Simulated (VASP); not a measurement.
# PbO2 (P4_2/mnm) in VASP: single point with PBEsol

Aim: the single point of PbO2 with PBEsol.

Everything below comes from runs of VASP 6.6.1. Logs are shortened: lines on timing, memory, paths and dates and some standing lists are left out, and cuts for length are marked.

## 1. The cell of the first run

The structure is tetragonal, space group P4_2/mnm (No. 136). The conventional cell has a = 4.998 Å, b = 4.998 Å, c = 3.412 Å, α = 90.00°, β = 90.00°, γ = 90.00°. Within 2.9 Å of Pb (site symmetry mmm) lie 6 O at 2.17 to 2.18 Å. Within 2.9 Å of O (site symmetry m2m) lie 3 Pb at 2.17 to 2.18 Å and 1 O at 2.72 Å.

## 2. Single point, PBEsol

File INCAR:

```
SYSTEM = PbO2
PREC     = Accurate       ! precision mode
ENCUT    = 520            ! plane-wave cutoff, eV
EDIFF    = 1E-6           ! SCF threshold, eV
ISMEAR   = 0              ! smearing method
SIGMA    = 0.1            ! smearing width, eV
LREAL    = .False.        ! projectors in reciprocal space
LASPH    = .True.         ! aspherical terms in the spheres
NELM     = 60             ! most SCF steps
ALGO     = Normal         ! electronic algorithm
ISIF     = 2              ! what is computed and relaxed
LWAVE    = .False.        ! write WAVECAR
LCHARG   = .False.        ! write CHGCAR
GGA      = PS             ! functional
NBANDS   = 35             ! bands
```

File KPOINTS:

```
regular mesh
0
Gamma
  8 8 10
  0 0 0
```

File POSCAR:

```
PbO2
1.0
    4.9981687344      0.0000000000      0.0000000000
    0.0000000000      4.9981687344      0.0000000000
    0.0000000000      0.0000000000      3.4118054259
Pb O
2 4
Direct
    0.0000000000      0.0000000000      0.0000000000
    0.5000000000      0.5000000000      0.5000000000
    0.3076319895      0.3076319895      0.0000000000
    0.1923680105      0.8076319895      0.5000000000
    0.8076319895      0.1923680105      0.5000000000
    0.6923680105      0.6923680105      0.0000000000
```

Potentials or basis: VASP PAW PBE potentials, release 64 (Pb_d, O).

The run is started by

```bash
cat potpaw_PBE.64/Pb_d/POTCAR potpaw_PBE.64/O/POTCAR > POTCAR
mpirun -np 1 vasp_std > vasp.out
```

OUTCAR:

```text
SYSTEM = PbO2
   PREC = Accurate
   ENCUT = 520
   EDIFF = 1E-6
   ISMEAR = 0
   LREAL = .False.
   LASPH = .True.
   NELM = 60
   ISIF = 2
   GGA = PS

 ion  position               nearest neighbor table
   1  0.000  0.000  0.000-   3 2.17   6 2.17   5 2.18   4 2.18   4 2.18   5 2.18   2 3.92   2 3.92
                             2 3.92   2 3.92   2 3.92   2 3.92   2 3.92   2 3.92
   2  0.500  0.500  0.500-   4 2.17   5 2.17   3 2.18   6 2.18   3 2.18   6 2.18   1 3.92   1 3.92
                             1 3.92   1 3.92   1 3.92   1 3.92   1 3.92   1 3.92
   3  0.308  0.308  0.000-   1 2.17   2 2.18   2 2.18
   4  0.192  0.808  0.500-   2 2.17   1 2.18   1 2.18
   5  0.808  0.192  0.500-   2 2.17   1 2.18   1 2.18
   6  0.692  0.692  0.000-   1 2.17   2 2.18   2 2.18

  LATTYP: Found a simple tetragonal cell.
 ALAT       =     4.9981687344
 C/A-ratio  =     0.6826110936

  Lattice vectors:

 A1 = (   4.9981687344,   0.0000000000,   0.0000000000)
 A2 = (   0.0000000000,   4.9981687344,   0.0000000000)
 A3 = (   0.0000000000,   0.0000000000,   3.4118054259)

Analysis of symmetry for initial positions (statically):
=====================================================================
 Subroutine PRICEL returns:
 Original cell was already a primitive cell.

 Routine SETGRP: Setting up the symmetry group for a
 simple tetragonal supercell.

 Subroutine GETGRP returns: Found 16 space group operations
 (whereof  8 operations were pure point group operations)
 out of a pool of 16 trial point group operations.

The static configuration has the point symmetry D_2h.
 The point group associated with its full space group is D_4h.

Analysis of symmetry for dynamics (positions and initial velocities):
=====================================================================
 Subroutine PRICEL returns:
 Original cell was already a primitive cell.

 Routine SETGRP: Setting up the symmetry group for a
 simple tetragonal supercell.

 Subroutine GETGRP returns: Found 16 space group operations
 (whereof  8 operations were pure point group operations)
 out of a pool of 16 trial point group operations.

The dynamic configuration has the point symmetry D_2h.
 The point group associated with its full space group is D_4h.

 Subroutine INISYM returns: Found 16 space group operations
 (whereof  8 operations are pure point group operations),
 and found     1 'primitive' translations

[... 104 lines left out ...]
   EDIFFG = 0.1E-04   stopping-criterion for IOM
   NSW    =      0    number of steps for IOM
   IBRION =     -1    ionic relax: 0-MD 1-quasi-New 2-CG
   NFREE  =      0    steps in history (QN), initial steepest desc. (CG)
   ISIF   =      2    stress and relaxation
   ISYM   =      2    0-nonsym 1-usesym 2-fastsym
   POTIM  = 0.5000    time-step for ionic-motion
   TEBEG  =    0.0;   TEEND  =   0.0 temperature during run
   PSTRESS=    0.0 pullay stress
   NELECT =      52.0000    total number of electrons
   NUPDOWN=      -1.0000    fix difference up-down
   EMIN   =  10.00;   EMAX   =-10.00  energy-range for DOS
   EFERMI =   0.00;   METHOD = LEGACY
   ISMEAR =     0;   SIGMA  =   0.10  broadening in eV -4-tet -1-fermi 0-gaus
   EFERMI_NEDOS =   21; number of points for ismear=-14 and -15
   IALGO  =     38    algorithm
   IMIX   =      4    mixing-type and parameters
     AMIX     =   0.40;   BMIX     =  1.00
     AMIX_MAG =   1.60;   BMIX_MAG =  1.00
  volume/ion in A,a.u.               =      14.21        95.86
  Fermi-wavevector in a.u.,A,eV,Ry     =   1.388483  2.623853 26.230471  1.927885
  Thomas-Fermi vector in A             =   2.512605
   LORBIT       =      0    0 simple, 1 ext, 2 COOP (PROOUT), +10 PAW based schemes
   GGA     = PS    functional components
   LHFCALC =     F    Hartree Fock is set to
   AEXX    =    0.0000 exact exchange contribution
   IVDW    =     0    specifies the selected vdW correction
   LEPSILON=     F    determine dielectric tensor
   LRPA    =     F    only Hartree local field effects (RPA)
 non-spin polarized calculation
 Gauss-broadening in eV      SIGMA  =   0.10
  energy-cutoff  :      520.00
  volume of cell :       85.23
 maximum number of plane-waves:      2317
 NGX is ok and might be reduce to    40
   NGX = 19   NGY = 19   NGZ = 13

 number of electron      52.0000007 magnetization

 Free energy of the ion-electron system (eV)
  ---------------------------------------------------
  ext. energy  EPLUGINS =         0.00000000
  ---------------------------------------------------
  free energy    TOTEN  =       -34.06733749 eV

  energy without entropy =      -34.06512528  energy(sigma->0) =      -34.06623139

 E-fermi :   4.0677     XC(G=0): -10.8657

 val. band max:        4.0605286911   @ k =   0.0000   0.0000   0.1000
 cond. band min:       4.0680652827   @ k =   0.1250   0.0000   0.0000
 fundamental gap:      0.0075365916
 Fermi energy:         4.0677377827

 k-point     1 :       0.0000    0.0000    0.0000
  band No.  band energies     occupation
      1     -14.1681      2.00000
      2     -14.0511      2.00000
      3     -12.3807      2.00000
      4     -12.3807      2.00000
      5     -11.4574      2.00000
      6     -11.2602      2.00000
[... 901 lines left out ...]
     34      15.4705      0.00000
     35      15.9708      0.00000

 [... further k-points ...]

------------------------ aborting loop because EDIFF is reached ----------------------------------------

  FORCE on cell =-STRESS in cart. coord.  units (eV):
  Direction    XX          YY          ZZ          XY          YZ          ZX
  --------------------------------------------------------------------------------------
  -------------------------------------------------------------------------------------
  Total        0.0789892      0.0789892      0.1609090     -0.0000000      0.0000000      0.0000000
  in kB        1.4848143      1.4848143      3.0247168     -0.0000000      0.0000000      0.0000000
  external PRESSURE =       1.9981151 kB  Pullay stress =       0.0000000 kB

 VOLUME and BASIS-vectors are now :
 -----------------------------------------------------------------------------
  energy-cutoff  :      520.00
  volume of cell :       85.23
      direct lattice vectors                 reciprocal lattice vectors
     4.998168734  0.000000000  0.000000000     0.200073277  0.000000000  0.000000000
     0.000000000  4.998168734  0.000000000     0.000000000  0.200073277  0.000000000
     0.000000000  0.000000000  3.411805426     0.000000000  0.000000000  0.293099950

 POSITION                                       TOTAL-FORCE (eV/Angst)
 -----------------------------------------------------------------------------------
      0.00000      0.00000      0.00000         0.000000     -0.000000      0.000000
      2.49908      2.49908      1.70590         0.000000     -0.000000      0.000000
      1.53760      1.53760      0.00000        -0.006989     -0.006989      0.000000
      0.96149      4.03668      1.70590         0.006989     -0.006989      0.000000
      4.03668      0.96149      1.70590        -0.006989      0.006989     -0.000000
      3.46057      3.46057      0.00000         0.006989      0.006989     -0.000000
 -----------------------------------------------------------------------------------
    total drift:                                0.000000      0.000000     -0.000000

  FREE ENERGIE OF THE ION-ELECTRON SYSTEM (eV)
  ---------------------------------------------------
  free  energy   TOTEN  =       -34.0673374924 eV

  energy  without entropy=      -34.0651252839  energy(sigma->0) =      -34.06623139
```

stdout:

```text
POSCAR found type information on POSCAR PbO
 POSCAR found :  2 types and       6 ions
 scaLAPACK will be used
 -----------------------------------------------------------------------------
|                                                                             |
|                                                                             |
|     You enforced a specific xc type in the INCAR file but a different       |
|     I HOPE YOU KNOW WHAT YOU ARE DOING!                                     |
|                                                                             |
 -----------------------------------------------------------------------------

 LDA part: xc-table for (Slater+PW92), standard interpolation
 POSCAR, INCAR and KPOINTS ok, starting setup
 FFT: planning ... GRIDC
 FFT: planning ... GRID_SOFT
 FFT: planning ... GRID
 WAVECAR not read
 entering main loop
```

It took 9 min on 1 thread of Intel Xeon 8259CL, shared host; peak memory 0.34 GiB.

What came out:

| Quantity | Value |
| --- | --- |
| Free energy | -34.0673 eV |
| Pressure | 0.2 GPa |
| Largest force | 0.010 eV/Å |
| Band gap on the k mesh | 0.05 eV (least direct gap 0.08 eV) |

Forces on the atoms (eV/Å):
```
Pb   0.000  0.000  0.000
Pb   0.000  0.000  0.000
O   -0.007 -0.007  0.000
O    0.007 -0.007  0.000
O   -0.007  0.007  0.000
O    0.007  0.007  0.000
```

Caveat: the smearing spreads over this small gap; the PAW data sets were made with another functional, which shifts forces and pressure a little; spin-orbit coupling is left out, which moves the levels of the heavy elements. A k mesh can miss the band edges.

The gap in the log of VASP goes by the Fermi energy; the results here count the filled bands.